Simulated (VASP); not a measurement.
# CdS (R3m) in VASP: further runs

The runs below take CdS through electric field gradients, with PBE.

Program: VASP 6.6.1. These are calculated values, not measurements. Logs are shortened: lines on timing, memory, paths and dates and some standing lists are left out, and cuts for length are marked.

### 1 The cell of the first run

It takes space group R3m (No. 160, trigonal). Conventional cell: a = 4.224 Å, b = 4.224 Å, c = 9.889 Å, α = 90.00°, β = 90.00°, γ = 120.00°. Cd (site symmetry 3m) has 4 S at 2.47 to 2.57 Å within 3.3 Å. Within 3.3 Å of S (site symmetry 3m) lie 4 Cd at 2.47 to 2.57 Å.

### 2 Electric field gradients, PBE (equal xy, yz and zx shear strains of -3 %)

The input, INCAR:

```
PREC     = Accurate       # precision mode
ENCUT    = 520            # plane-wave cutoff, eV
EDIFF    = 1E-8           # SCF threshold, eV
ISMEAR   = -1             # smearing method
SIGMA    = 0.02           # smearing width, eV
LREAL    = F              # projectors in reciprocal space
LASPH    = T              # aspherical terms in the spheres
NELM     = 80             # most SCF steps
ALGO     = Normal         # electronic algorithm
ISIF     = 2              # what is computed and relaxed
LWAVE    = F              # write WAVECAR
LCHARG   = F              # write CHGCAR
GGA      = PE             # functional
LEFG     = T            
NBANDS   = 16             # bands
```

The input, KPOINTS:

```
regular mesh
0
Gamma
  7 7 7
```

The input, POSCAR:

```
CdS
1.0
   -0.0882886040      2.8988091629      2.8988091629
    2.8988091629     -0.0882886040      2.8988091629
    2.8988091629      2.8988091629     -0.0882886040
Cd S
1 1
Direct
    0.0000000000      0.0000000000      0.0000000000
    0.7500000000      0.7500000000      0.7500000000
```

Potentials or basis: VASP PAW PBE potentials, release 64 (Cd, S).

On the command line:

```sh
> cat potpaw_PBE.64/Cd/POTCAR potpaw_PBE.64/S/POTCAR > POTCAR
> mpirun -np 1 vasp_std > vasp.out
```

OUTCAR:

```text
PREC = Accurate
   ENCUT = 520
   EDIFF = 1E-8
   ISMEAR = -1
   LREAL = F
   LASPH = T
   NELM = 80
   ISIF = 2
   GGA = PE

 ion  position               nearest neighbor table
   1  0.000  0.000  0.000-   2 2.47   2 2.57   2 2.57   2 2.57
   2  0.750  0.750  0.750-   1 2.47   1 2.57   1 2.57   1 2.57

  LATTYP: Found a trigonal (rhomboedric) cell.
 ALAT       =     4.1004858253
 COS(alpha) =     0.4693254694

  Lattice vectors:

 A1 = (  -0.0882886040,   2.8988091629,   2.8988091629)
 A2 = (   2.8988091629,  -0.0882886040,   2.8988091629)
 A3 = (   2.8988091629,   2.8988091629,  -0.0882886040)

Analysis of symmetry for initial positions (statically):
=====================================================================
 Subroutine PRICEL returns:
 Original cell was already a primitive cell.

 Routine SETGRP: Setting up the symmetry group for a
 trigonal (rhombohedral) supercell.

 Subroutine GETGRP returns: Found  6 space group operations
 (whereof  6 operations were pure point group operations)
 out of a pool of 12 trial point group operations.

The static configuration has the point symmetry C_3v.

Analysis of symmetry for dynamics (positions and initial velocities):
=====================================================================
 Subroutine PRICEL returns:
 Original cell was already a primitive cell.

 Routine SETGRP: Setting up the symmetry group for a
 trigonal (rhombohedral) supercell.

 Subroutine GETGRP returns: Found  6 space group operations
 (whereof  6 operations were pure point group operations)
 out of a pool of 12 trial point group operations.

The dynamic configuration has the point symmetry C_3v.

 Subroutine INISYM returns: Found  6 space group operations
 (whereof  6 operations are pure point group operations),
 and found     1 'primitive' translations

----------------------------------------------------------------------------------------

                                     Primitive cell

  volume of cell :      50.9429

  direct lattice vectors                    reciprocal lattice vectors
    -0.088288604  2.898809163  2.898809163    -0.164798102  0.169975005  0.169975005
     2.898809163 -0.088288604  2.898809163     0.169975005 -0.164798102  0.169975005
     2.898809163  2.898809163 -0.088288604     0.169975005  0.169975005 -0.164798102

[... 124 lines left out ...]
  ext. energy  EPLUGINS =         0.00000000
  ---------------------------------------------------
  free energy    TOTEN  =        -6.11723749 eV

  energy without entropy =       -6.11723749  energy(sigma->0) =       -6.11723749

 E-fermi :   1.5287     XC(G=0):  -9.0256

 val. band max:        1.1596093077   @ k =   0.0000   0.0000   0.0000
 cond. band min:       2.1808887820   @ k =   0.0000   0.0000   0.0000
 fundamental gap:      1.0212794743
 Fermi energy:         1.5286679876

 k-point     1 :       0.0000    0.0000    0.0000
  band No.  band energies     occupation
      1     -11.1257      2.00000
      2      -6.5834      2.00000
      3      -6.5346      2.00000
      4      -6.5346      2.00000
      5      -6.1040      2.00000
      6      -6.1040      2.00000
[... 433 lines left out ...]
      3      -6.3782      2.00000
      4      -6.2156      2.00000
      5      -6.0773      2.00000
      6      -5.9713      2.00000
[... 8 lines left out ...]
     15      13.5694      0.00000
     16      14.9938      0.00000

 [... further k-points ...]

------------------------ aborting loop because EDIFF is reached ----------------------------------------

  FORCE on cell =-STRESS in cart. coord.  units (eV):
  Direction    XX          YY          ZZ          XY          YZ          ZX
  --------------------------------------------------------------------------------------
  -------------------------------------------------------------------------------------
  Total        0.5507900      0.5507900      0.5507900      0.5228002      0.5228002      0.5228002
  in kB       17.3225818     17.3225818     17.3225818     16.4422922     16.4422922     16.4422922
  external PRESSURE =      17.3225818 kB  Pullay stress =       0.0000000 kB

 VOLUME and BASIS-vectors are now :
 -----------------------------------------------------------------------------
  energy-cutoff  :      520.00
  volume of cell :       50.94
      direct lattice vectors                 reciprocal lattice vectors
    -0.088288604  2.898809163  2.898809163    -0.164798102  0.169975005  0.169975005
     2.898809163 -0.088288604  2.898809163     0.169975005 -0.164798102  0.169975005
     2.898809163  2.898809163 -0.088288604     0.169975005  0.169975005 -0.164798102

 POSITION                                       TOTAL-FORCE (eV/Angst)
 -----------------------------------------------------------------------------------
      0.00000      0.00000      0.00000         0.221740      0.221740      0.221740
      4.28200      4.28200      4.28200        -0.221740     -0.221740     -0.221740
 -----------------------------------------------------------------------------------
    total drift:                               -0.000047     -0.000047     -0.000047

  FREE ENERGIE OF THE ION-ELECTRON SYSTEM (eV)
  ---------------------------------------------------
  free  energy   TOTEN  =        -6.1172374880 eV

  energy  without entropy=       -6.1172374880  energy(sigma->0) =       -6.11723749

 Electric field gradients (V/A^2)
---------------------------------------------------------------------
 ion       V_xx      V_yy      V_zz      V_xy      V_xz      V_yz
---------------------------------------------------------------------
   1      -0.000     0.000     0.000   -17.183   -17.183   -17.183
   2       0.000    -0.000    -0.000    -3.096    -3.096    -3.096
---------------------------------------------------------------------

 Electric field gradients after diagonalization (V/A^2)
 (convention: |V_zz| > |V_xx| > |V_yy|)
----------------------------------------------------------------------
 ion       V_xx      V_yy      V_zz     asymmetry (V_yy - V_xx)/ V_zz
----------------------------------------------------------------------
   1      17.183    17.183   -34.366       0.000
   2       3.096     3.096    -6.192       0.000
----------------------------------------------------------------------

           NMR quadrupolar parameters

 Cq : quadrupolar parameter    Cq=e*Q*V_zz/h
 eta: asymmetry parameters     (V_yy - V_xx)/ V_zz
 Q  : nuclear electric quadrupole moment in mb (millibarn)
----------------------------------------------------------------------
 ion       Cq(MHz)       eta       Q (mb)
----------------------------------------------------------------------
   1      -0.083       0.000       1.000
   2      -0.015       0.000       1.000
----------------------------------------------------------------------
```

It took 26 s on 1 thread of Intel Xeon Platinum 8488C (Sapphire Rapids), shared host; peak memory 0.18 GiB.

What came out:

```
Free energy            : -6.1172 eV
Pressure               : 1.7 GPa
Largest force          : 0.384 eV/Å
Band gap on the k mesh : 1.02 eV, direct
```

Forces on the atoms (eV/Å):
```
Cd   0.222  0.222  0.222
S   -0.222 -0.222 -0.222
```

Stress tensor (GPa, compression positive):
```
1.73 1.64 1.64
1.64 1.73 1.64
1.64 1.64 1.73
```

Electric field gradients, principal values (V/Å²):
| atom | least | middle | greatest (by size) |
| --- | --- | --- | --- |
| 1 Cd | 17.183 | 17.183 | -34.366 |
| 2 S | 3.096 | 3.096 | -6.192 |

Caveat: the cell differs from its parent crystal (equal xy, yz and zx shear strains of -3 %); without QUAD_EFG the Cq values of the log hold for a quadrupole moment of 1 mb, not for the nuclei.

### 3 Electric field gradients, PBE (equal xy, yz and zx shear strains of -1 %)

The input, INCAR:

```
  PREC = Accurate
  ENCUT = 520
  EDIFF = 1E-8
  ISMEAR = -1
  SIGMA = 0.02
  LREAL = F
  LASPH = T
  NELM = 100
  ALGO = Normal
  ISIF = 2
  LWAVE = F
  LCHARG = F
  GGA = PE
  LEFG = T
  NBANDS = 16
```

KPOINTS is that of step 2.

The input, POSCAR:

```
CdS
1.0
   -0.0294295346      2.9282386976      2.9282386976
    2.9282386976     -0.0294295346      2.9282386976
    2.9282386976      2.9282386976     -0.0294295346
Cd S
1 1
Direct
    0.0000000000      0.0000000000      0.0000000000
    0.7500000000      0.7500000000      0.7500000000
```

Potentials or basis: VASP PAW PBE potentials, release 64 (Cd, S).

On the command line:

```sh
> cat potpaw_PBE.64/Cd/POTCAR potpaw_PBE.64/S/POTCAR > POTCAR
> mpirun -np 1 vasp_std > vasp.out
```

OUTCAR:

```text
PREC = Accurate
   ENCUT = 520
   EDIFF = 1E-8
   ISMEAR = -1
   LREAL = F
   LASPH = T
   NELM = 100
   ISIF = 2
   GGA = PE

 ion  position               nearest neighbor table
   1  0.000  0.000  0.000-   2 2.52   2 2.56   2 2.56   2 2.56
   2  0.750  0.750  0.750-   1 2.52   1 2.56   1 2.56   1 2.56

  LATTYP: Found a trigonal (rhomboedric) cell.
 ALAT       =     4.1412594507
 COS(alpha) =     0.4899250057

  Lattice vectors:

 A1 = (  -0.0294295346,   2.9282386976,   2.9282386976)
 A2 = (   2.9282386976,  -0.0294295346,   2.9282386976)
[... 668 lines left out ...]
  free  energy   TOTEN  =        -6.1382095604 eV

  energy  without entropy=       -6.1382095604  energy(sigma->0) =       -6.13820956

 Electric field gradients (V/A^2)
---------------------------------------------------------------------
 ion       V_xx      V_yy      V_zz      V_xy      V_xz      V_yz
---------------------------------------------------------------------
   1      -0.000     0.000    -0.000    -5.620    -5.620    -5.620
   2       0.000    -0.000     0.000    -1.054    -1.054    -1.054
---------------------------------------------------------------------

 Electric field gradients after diagonalization (V/A^2)
 (convention: |V_zz| > |V_xx| > |V_yy|)
----------------------------------------------------------------------
 ion       V_xx      V_yy      V_zz     asymmetry (V_yy - V_xx)/ V_zz
----------------------------------------------------------------------
   1       5.620     5.620   -11.239       0.000
   2       1.054     1.054    -2.108       0.000
----------------------------------------------------------------------

           NMR quadrupolar parameters

 Cq : quadrupolar parameter    Cq=e*Q*V_zz/h
 eta: asymmetry parameters     (V_yy - V_xx)/ V_zz
 Q  : nuclear electric quadrupole moment in mb (millibarn)
----------------------------------------------------------------------
 ion       Cq(MHz)       eta       Q (mb)
----------------------------------------------------------------------
   1      -0.027       0.000       1.000
   2      -0.005       0.000       1.000
----------------------------------------------------------------------
```

stdout:

```text
POSCAR found type information on POSCAR CdS
 POSCAR found :  2 types and       2 ions
 scaLAPACK will be used
 LDA part: xc-table for (Slater+PW92), standard interpolation
 POSCAR, INCAR and KPOINTS ok, starting setup
 FFT: planning ... GRIDC
 FFT: planning ... GRID_SOFT
 FFT: planning ... GRID
 WAVECAR not read
 entering main loop
ion   1

ion   2
```

Wall time 26 s (1 thread of Intel Xeon Platinum 8259CL at 2.50GHz (Skylake/Cascade Lake), shared host); peak memory 0.19 GiB.

What came out:

```yaml
Free_energy: -6.1382 eV
Pressure: 1.5 GPa
Largest_force: 0.114 eV/Å
Band_gap_on_the_k_mesh: 1.06 eV, direct
```

Forces in eV/Å, atoms in the order of the input:
```
Cd   0.066  0.066  0.066
S   -0.066 -0.066 -0.066
```

Stress tensor (GPa, compression positive):
```
1.51 0.52 0.52
0.52 1.51 0.52
0.52 0.52 1.51
```

Electric field gradients, principal values (V/Å²):
| atom | least | middle | greatest (by size) |
| --- | --- | --- | --- |
| 1 Cd | 5.620 | 5.620 | -11.239 |
| 2 S | 1.054 | 1.054 | -2.108 |

Caveat: the cell differs from its parent crystal (equal xy, yz and zx shear strains of -1 %); without QUAD_EFG the Cq values of the log hold for a quadrupole moment of 1 mb, not for the nuclei.

(Part 1 of 3 ends here.)
